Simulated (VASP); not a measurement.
Here is a VASP 6.6.1 calculation.

Contents of INCAR:

```
SYSTEM = Be63C31
PREC = Accurate ; ENCUT = 520
EDIFF = 1E-6 ; ISMEAR = -1
SIGMA = 0.05 ; LREAL = Auto
LASPH = .True. ; NELM = 200
ALGO = Normal ; ISIF = 2
LWAVE = .False. ; LCHARG = .True.
ISPIN = 2 ; MAGMOM = 0 0 0 0 0 0 0 0 0 0 0 0 0.308 0 0 0 0 0 0 0 0 0.308 0 0 0 0 0.308 0 0 0 0.308 0.308 0 0 0 0 0 0 0 0 0.308 0 0.308 0 0 0 0 0 0 0.308 0.308 0 0 0 0 0 0 0 0 0.308 0 0 0 0 0 0 0 0 0 0 0 0 0 0.308 0 0 0 0 0 0 0 0.308 0 0 0 0 0 0 0 0 0 0 0 0.308
LORBIT = 11 ; GGA = PS
LELF = .True. ; LVHAR = .True.
NBANDS = 182 ; ISYM = 0
GGA_COMPAT = .False.
```

KPOINTS

```
Automatic mesh
0
Gamma
  1 1 1
  0.25 0.25 0.25
```

POSCAR

```
Be63C31
1.0
    8.6212760000      0.0000000000      0.0000000000
    0.0000000000      8.6212760000      0.0000000000
    0.0000000000      0.0000000000      8.6212760000
Be C
63 31
Direct
    0.3738950000      0.1252320000      0.1252770000
    0.3749170000      0.1187320000      0.6248510000
    0.3749440000      0.6248030000      0.1188700000
    0.8749010000      0.1251910000      0.1252550000
    0.8750090000      0.1252150000      0.6264640000
    0.8750400000      0.6264040000      0.1252780000
    0.8808110000      0.6250030000      0.6250410000
    0.1245340000      0.3747810000      0.1258820000
    0.1240000000      0.3766850000      0.6277890000
    0.1247370000      0.8754360000      0.1234840000
    0.1269540000      0.8729680000      0.6219880000
    0.6242070000      0.3755010000      0.1238940000
    0.6306410000      0.3683680000      0.6301750000
    0.6256770000      0.8755480000      0.1258060000
    0.6233760000      0.8757980000      0.6280790000
    0.1244650000      0.1258020000      0.3748280000
    0.1247970000      0.1232890000      0.8754650000
    0.1240550000      0.6277420000      0.3767540000
    0.1270280000      0.6218570000      0.8730210000
    0.6241810000      0.1238340000      0.3755670000
    0.6257330000      0.1257380000      0.8756470000
    0.6306880000      0.6300750000      0.3684200000
    0.6234390000      0.6279970000      0.8758530000
    0.1251440000      0.1253790000      0.1254310000
    0.1250780000      0.1242110000      0.6265750000
    0.1250730000      0.6265110000      0.1242960000
    0.1478900000      0.6241950000      0.6242570000
    0.6251970000      0.1256210000      0.1256900000
    0.6242400000      0.1228550000      0.6248560000
    0.6242180000      0.6247880000      0.1229070000
    0.6246390000      0.6332690000      0.6332680000
    0.3704470000      0.3699850000      0.3701280000
    0.3724970000      0.3763460000      0.8768220000
    0.3725050000      0.8767700000      0.3763990000
    0.3781620000      0.8730350000      0.8731930000
    0.8766640000      0.3755020000      0.3755410000
    0.8741500000      0.3746720000      0.8754680000
    0.8742080000      0.8754260000      0.3747190000
    0.8765660000      0.8752370000      0.8752880000
    0.3753600000      0.3764070000      0.1239930000
    0.3671120000      0.3744180000      0.6342390000
    0.3736740000      0.8751480000      0.1241010000
    0.3763700000      0.8535840000      0.6239190000
    0.8748330000      0.3751050000      0.1255530000
    0.8770100000      0.3765620000      0.6249700000
    0.8751610000      0.8752220000      0.1252490000
    0.8762230000      0.8752800000      0.6264600000
    0.3753670000      0.1239110000      0.3764080000
    0.3737240000      0.1240240000      0.8751610000
    0.3671790000      0.6342320000      0.3746570000
    0.3763780000      0.6238210000      0.8535470000
    0.8747900000      0.1254990000      0.3751980000
    0.8752070000      0.1251720000      0.8753050000
    0.8770470000      0.6248990000      0.3766010000
    0.8762310000      0.6263990000      0.8753630000
    0.1241110000      0.3766810000      0.3767550000
    0.1235590000      0.3725130000      0.8768270000
    0.1236950000      0.8766810000      0.3727680000
    0.1265840000      0.8735140000      0.8736850000
    0.6291440000      0.3720380000      0.3720670000
    0.6240170000      0.3767650000      0.8766710000
    0.6240780000      0.8766030000      0.3768330000
    0.6273430000      0.8766950000      0.8767360000
    0.9996400000      0.0007040000      0.0007650000
    0.9983600000      0.0017260000      0.4997410000
    0.9983840000      0.4996580000      0.0017750000
    0.0010800000      0.4998590000      0.4999330000
    0.5006800000      0.0019410000      0.0020090000
    0.5006190000      0.9993520000      0.4997350000
    0.5006130000      0.4996780000      0.9994280000
    0.2499880000      0.2493230000      0.0019360000
    0.2527250000      0.2521060000      0.5002980000
    0.2503230000      0.7499610000      0.9992970000
    0.2460940000      0.7543210000      0.4923680000
    0.7495010000      0.2507380000      0.0009040000
    0.7480470000      0.2522930000      0.5001900000
    0.7510370000      0.7502770000      0.0016280000
    0.7477390000      0.7473650000      0.5002270000
    0.2499870000      0.0018790000      0.2494000000
    0.2503290000      0.9991860000      0.7500370000
    0.2527670000      0.5002460000      0.2522350000
    0.2461960000      0.4923750000      0.7543180000
    0.7494980000      0.0008390000      0.2507990000
    0.7510260000      0.0015640000      0.7503350000
    0.7480830000      0.5001080000      0.2523390000
    0.7477080000      0.5001720000      0.7474300000
    0.9996890000      0.2507590000      0.2508180000
    0.9985320000      0.2493200000      0.7503320000
    0.9985420000      0.7502770000      0.2494000000
    0.0010590000      0.7498700000      0.7499420000
    0.5001600000      0.2528640000      0.2529430000
    0.4999200000      0.2517120000      0.7479660000
    0.4999410000      0.7478870000      0.2517990000
    0.5084590000      0.7543850000      0.7544280000
```

Potentials or basis: VASP PAW PBE potentials, release 64 (Be, C).

Run with:

```sh
$ cat potpaw_PBE.64/Be/POTCAR potpaw_PBE.64/C/POTCAR > POTCAR
$ mpirun -np 1 vasp_std > vasp.out
```

Task: Estimate the largest force.

Result: 0.115 eV/Å.

Task: Predict the band gap on the k mesh.

Result: 2.10 eV.

Forces on the atoms (eV/Å):
```
Be   0.002  0.008  0.007
Be   0.039  0.017  0.027
Be   0.036  0.027  0.014
Be   0.016  0.010  0.011
Be   0.007  0.009  0.000
Be   0.004 -0.002  0.009
Be   0.026  0.009  0.011
Be   0.013 -0.015  0.007
Be   0.011  0.016  0.023
Be   0.011  0.009  0.010
Be   0.009  0.023  0.006
Be   0.038  0.021  0.014
Be   0.028  0.065  0.003
Be  -0.004  0.012  0.011
Be   0.048  0.044 -0.019
Be   0.017  0.005 -0.014
Be   0.007  0.015  0.012
Be   0.006  0.018  0.013
Be   0.004  0.005  0.024
Be   0.040  0.014  0.022
Be  -0.008  0.011  0.009
Be   0.027  0.007  0.066
Be   0.041 -0.016  0.042
Be  -0.002 -0.009 -0.009
Be  -0.006 -0.011  0.002
Be  -0.003  0.003 -0.011
Be  -0.036 -0.024 -0.025
Be  -0.014 -0.012 -0.011
Be  -0.022 -0.002  0.003
Be  -0.019  0.003 -0.002
Be   0.007 -0.049 -0.043
Be   0.029 -0.005 -0.013
Be  -0.006  0.024 -0.008
Be  -0.002 -0.007  0.024
Be   0.004  0.013  0.008
Be   0.018  0.022  0.026
Be   0.022 -0.011  0.018
Be   0.021  0.017 -0.009
Be   0.017  0.012  0.013
Be  -0.004 -0.024 -0.025
Be  -0.023  0.040 -0.045
Be   0.015  0.001  0.000
Be  -0.006 -0.036  0.005
Be  -0.015  0.003 -0.011
Be  -0.011 -0.027 -0.019
Be  -0.011 -0.004 -0.006
Be  -0.018 -0.022  0.005
Be  -0.007 -0.026 -0.020
Be   0.013 -0.001  0.005
Be  -0.025 -0.054  0.031
Be   0.001  0.007 -0.030
Be  -0.014 -0.010  0.001
Be  -0.014 -0.004 -0.006
Be  -0.011 -0.018 -0.026
Be  -0.015  0.005 -0.024
Be  -0.025 -0.017 -0.018
Be   0.028  0.043 -0.034
Be   0.009 -0.020  0.023
Be  -0.006 -0.001 -0.006
Be  -0.055 -0.011 -0.006
Be  -0.034 -0.029 -0.007
Be  -0.038 -0.008 -0.029
Be   0.007 -0.009 -0.007
C   -0.007 -0.012 -0.008
C   -0.002  0.015 -0.006
C   -0.002 -0.003  0.016
C   -0.005 -0.017 -0.019
C   -0.012 -0.007 -0.006
C   -0.019 -0.010  0.008
C   -0.018  0.010 -0.012
C   -0.001 -0.009  0.001
C   -0.012  0.006  0.036
C   -0.003 -0.021 -0.008
C    0.008  0.046 -0.042
C    0.005  0.000 -0.008
C   -0.022  0.011 -0.006
C    0.005  0.000  0.017
C    0.034  0.021 -0.004
C   -0.002  0.002 -0.009
C   -0.004 -0.010 -0.021
C   -0.014  0.033  0.005
C   -0.012 -0.066  0.050
C    0.006 -0.007  0.001
C    0.007  0.016  0.001
C   -0.025 -0.004  0.011
C    0.036 -0.005  0.020
C   -0.025  0.002  0.002
C    0.000 -0.007  0.009
C    0.000  0.006 -0.006
C   -0.012 -0.011 -0.011
C    0.013 -0.033 -0.036
C    0.017  0.008 -0.020
C    0.014 -0.018  0.009
C   -0.114  0.011  0.015
```

Caveat: the PAW data sets were made with another functional, which shifts forces and pressure a little.
